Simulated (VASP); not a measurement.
# NiI3 (Pm-3m) in VASP: a series of runs

Runs on NiI3. Level: PBEsol. Tasks: single point.

Everything below comes from runs of VASP 6.6.1. Logs are shortened: lines on timing, memory, paths and dates and some standing lists are left out, and cuts for length are marked.

### 1 The cell of the first run

It takes space group Pm-3m (No. 221, cubic). Conventional cell: a = 5.263 Å, b = 5.263 Å, c = 5.263 Å, α = 90.00°, β = 90.00°, γ = 90.00°. Within 3.5 Å of Ni (site symmetry m-3m) lie 6 I at 2.63 Å. Within 3.5 Å of I (site symmetry 4/mmm) lie 2 Ni at 2.63 Å.

### 2 Single point, PBEsol, collinear spin (36.44 Å³/atom)

File INCAR:

```
SYSTEM = NiI3
  PREC = Accurate
  ENCUT = 520
  EDIFF = 1E-6
  ISMEAR = 0
  SIGMA = 0.05
  LREAL = .FALSE.
  LASPH = .TRUE.
  NELM = 150
  ALGO = Normal
  ISIF = 2
  LWAVE = .FALSE.
  LCHARG = .TRUE.
  ISPIN = 2
  MAGMOM = 0.06 0 0 0
  LORBIT = 11
  LMAXMIX = 4
  GGA = PS
  LELF = .TRUE.
  LVHAR = .TRUE.
  NBANDS = 28
```

File KPOINTS:

```
Automatic mesh
0
G
  6 6 6
  0 0 0
```

File POSCAR:

```
NiI3
1.0
    5.2625132650      0.0000000000      0.0000000000
    0.0000000000      5.2625132650      0.0000000000
    0.0000000000      0.0000000000      5.2625132650
Ni I
1 3
Direct
    0.0000000000      0.0000000000      0.0000000000
    0.5000000000      0.0000000000      0.0000000000
    0.0000000000      0.0000000000      0.5000000000
    0.0000000000      0.5000000000      0.0000000000
```

Potentials or basis: VASP PAW PBE potentials, release 64 (Ni, I).

Command:

```bash
$ cat potpaw_PBE.64/Ni/POTCAR potpaw_PBE.64/I/POTCAR > POTCAR
$ mpirun -np 1 vasp_std > vasp.out
```

OUTCAR:

```text
SYSTEM = NiI3
   PREC = Accurate
   ENCUT = 520
   EDIFF = 1E-6
   ISMEAR = 0
   LREAL = .FALSE.
   LASPH = .TRUE.
   NELM = 150
   ISIF = 2
   ISPIN = 2
   LORBIT = 11
   GGA = PS

 ion  position               nearest neighbor table
   1  0.000  0.000  0.000-   2 2.63   3 2.63   4 2.63   3 2.63   4 2.63   2 2.63
   2  0.500  0.000  0.000-   1 2.63   1 2.63
   3  0.000  0.000  0.500-   1 2.63   1 2.63
   4  0.000  0.500  0.000-   1 2.63   1 2.63

  LATTYP: Found a simple cubic cell.
 ALAT       =     5.2625132650

  Lattice vectors:

 A1 = (   5.2625132650,   0.0000000000,   0.0000000000)
 A2 = (   0.0000000000,   5.2625132650,   0.0000000000)
 A3 = (   0.0000000000,   0.0000000000,   5.2625132650)

Analysis of symmetry for initial positions (statically):
=====================================================================
 Subroutine PRICEL returns:
 Original cell was already a primitive cell.

 Routine SETGRP: Setting up the symmetry group for a
 simple cubic supercell.

 Subroutine GETGRP returns: Found 48 space group operations
 (whereof 48 operations were pure point group operations)
 out of a pool of 48 trial point group operations.

The static configuration has the point symmetry O_h .

Analysis of symmetry for dynamics (positions and initial velocities):
=====================================================================
 Subroutine PRICEL returns:
 Original cell was already a primitive cell.

 Routine SETGRP: Setting up the symmetry group for a
 simple cubic supercell.

 Subroutine GETGRP returns: Found 48 space group operations
 (whereof 48 operations were pure point group operations)
 out of a pool of 48 trial point group operations.

The dynamic configuration has the point symmetry O_h .

Analysis of structural, dynamic, and magnetic symmetry:
=====================================================================
 Subroutine PRICEL returns:
 Original cell was already a primitive cell.

 Routine SETGRP: Setting up the symmetry group for a
 simple cubic supercell.

 Subroutine GETGRP returns: Found 48 space group operations
 (whereof 48 operations were pure point group operations)
 out of a pool of 48 trial point group operations.

The overall configuration has the point symmetry O_h .

 Subroutine INISYM returns: Found 48 space group operations
 (whereof 48 operations are pure point group operations),
 and found     1 'primitive' translations

----------------------------------------------------------------------------------------

                                     Primitive cell

  volume of cell :     145.7403

  direct lattice vectors                    reciprocal lattice vectors
[... 119 lines left out ...]
  energy-cutoff  :      520.00
  volume of cell :      145.74
 maximum number of plane-waves:      3948
 NGX is ok and might be reduce to    40
   NGX = 19   NGY = 19   NGZ = 19

 number of electron      30.9999988 magnetization       0.0148423

 Free energy of the ion-electron system (eV)
  ---------------------------------------------------
  ext. energy  EPLUGINS =         0.00000000
  ---------------------------------------------------
  free energy    TOTEN  =       -10.86234719 eV

  energy without entropy =      -10.85012551  energy(sigma->0) =      -10.85623635

 E-fermi :   2.6385     XC(G=0):  -8.1688

 val. band max:        2.6337598787   @ k =   0.3333   0.1667   0.1667
 cond. band min:       2.6470451293   @ k =   0.3333   0.3333   0.1667
 fundamental gap:      0.0132852507
 Fermi energy:         2.6385434844

 spin component 1

 k-point     1 :       0.0000    0.0000    0.0000
  band No.  band energies     occupation
      1     -10.6796      1.00000
      2      -9.1254      1.00000
      3      -9.1254      1.00000
      4      -1.5499      1.00000
      5      -1.5499      1.00000
      6      -1.5499      1.00000
[... 589 lines left out ...]
     26      11.9225      0.00000
     27      11.9225      0.00000
 Fermi energy:         2.6385434844

 spin component 2

 k-point     1 :       0.0000    0.0000    0.0000
  band No.  band energies     occupation
      1     -10.6774      1.00000
      2      -9.1228      1.00000
      3      -9.1228      1.00000
      4      -1.5482      1.00000
      5      -1.5482      1.00000
      6      -1.5482      1.00000
[... 589 lines left out ...]
     26      11.9238      0.00000
     27      11.9238      0.00000
 [bands above 27 left out]

------------------------ aborting loop because EDIFF is reached ----------------------------------------

  FORCE on cell =-STRESS in cart. coord.  units (eV):
  Direction    XX          YY          ZZ          XY          YZ          ZX
  --------------------------------------------------------------------------------------
  -------------------------------------------------------------------------------------
  Total       -0.6592001     -0.6592001     -0.6592001      0.0000000      0.0000000      0.0000000
  in kB       -7.2468329     -7.2468329     -7.2468329      0.0000000      0.0000000      0.0000000
  external PRESSURE =      -7.2468329 kB  Pullay stress =       0.0000000 kB

 VOLUME and BASIS-vectors are now :
 -----------------------------------------------------------------------------
  energy-cutoff  :      520.00
  volume of cell :      145.74
      direct lattice vectors                 reciprocal lattice vectors
     5.262513265  0.000000000  0.000000000     0.190023274  0.000000000  0.000000000
     0.000000000  5.262513265  0.000000000     0.000000000  0.190023274  0.000000000
     0.000000000  0.000000000  5.262513265     0.000000000  0.000000000  0.190023274

 POSITION                                       TOTAL-FORCE (eV/Angst)
 -----------------------------------------------------------------------------------
      0.00000      0.00000      0.00000         0.000000      0.000000      0.000000
      2.63126      0.00000      0.00000         0.000000      0.000000      0.000000
      0.00000      0.00000      2.63126         0.000000      0.000000      0.000000
      0.00000      2.63126      0.00000         0.000000      0.000000      0.000000
 -----------------------------------------------------------------------------------
    total drift:                               -0.000000     -0.000000     -0.000000

  FREE ENERGIE OF THE ION-ELECTRON SYSTEM (eV)
  ---------------------------------------------------
  free  energy   TOTEN  =       -10.8623471904 eV

  energy  without entropy=      -10.8501255083  energy(sigma->0) =      -10.85623635

 total charge

# of ion       s       p       d       tot
------------------------------------------
    1        0.364   0.343   8.434   9.141
    2        1.526   2.672   0.032   4.229
    3        1.526   2.672   0.032   4.229
    4        1.526   2.672   0.032   4.229
--------------------------------------------------
tot          4.941   8.358   8.529  21.828

 magnetization (x)

# of ion       s       p       d       tot
------------------------------------------
    1        0.000   0.000   0.004   0.004
    2        0.000   0.003   0.000   0.003
    3        0.000   0.003   0.000   0.003
    4        0.000   0.003   0.000   0.003
--------------------------------------------------
tot          0.000   0.008   0.004   0.012
```

stdout:

```text
POSCAR found type information on POSCAR NiI
 POSCAR found :  2 types and       4 ions
 scaLAPACK will be used
 -----------------------------------------------------------------------------
|                                                                             |
|                                                                             |
|     You enforced a specific xc type in the INCAR file but a different       |
|     I HOPE YOU KNOW WHAT YOU ARE DOING!                                     |
|                                                                             |
 -----------------------------------------------------------------------------

 LDA part: xc-table for (Slater+PW92), standard interpolation
 POSCAR, INCAR and KPOINTS ok, starting setup
 FFT: planning ... GRIDC
 FFT: planning ... GRID_SOFT
 FFT: planning ... GRID
 WAVECAR not read
 entering main loop
```

Wall time 2.6 min (1 thread of Intel Xeon Platinum 8488C (Sapphire Rapids), shared host); peak memory 0.35 GiB.

What came out:

```yaml
Free_energy: -10.8623 eV
Pressure: -0.7 GPa
Net_moment: 0.01 μB per cell
Valence_electrons_inside_the_program's_atomic_spheres: Ni 9.14; I 4.23
```

Levels at points of the mesh, in eV from the Fermi level:
Spin up:
```tsv
k point	band 11	band 12	band 13	band 14	band 15	band 16	band 17	band 18	band 19	band 20
(0.00, 0.00, 0.00)	-1.20	-1.03	-1.03	-1.03	-0.39	-0.39	-0.39	1.35	4.82	6.31
(0.50, 0.00, 0.00)	-1.39	-1.20	-0.63	-0.63	-0.57	-0.43	-0.43	4.78	5.74	6.18
(0.50, 0.50, 0.00)	-1.78	-1.00	-0.70	-0.41	-0.41	0.31	1.78	5.85	5.85	6.62
(0.50, 0.50, 0.50)	-0.69	-0.69	0.32	0.32	0.32	1.81	1.81	4.37	5.20	5.20
```
Spin down:
```
           k point  band 11  band 12  band 13  band 14  band 15  band 16  band 17  band 18  band 19  band 20
(0.00, 0.00, 0.00)    -1.20    -1.03    -1.03    -1.03    -0.39    -0.39    -0.39     1.35     4.82     6.31
(0.50, 0.00, 0.00)    -1.39    -1.19    -0.63    -0.63    -0.57    -0.43    -0.43     4.78     5.74     6.18
(0.50, 0.50, 0.00)    -1.77    -0.99    -0.70    -0.41    -0.41     0.31     1.78     5.85     5.85     6.62
(0.50, 0.50, 0.50)    -0.68    -0.68     0.33     0.33     0.33     1.81     1.81     4.37     5.20     5.20
```

Caveat: the PAW data sets were made with another functional, which shifts forces and pressure a little; spin-orbit coupling is left out, which moves the levels of the heavy elements; semilocal functionals often make such compounds metallic where correlation or magnetic order opens a gap, which also shifts bond lengths.

[end of part 1 of 2]
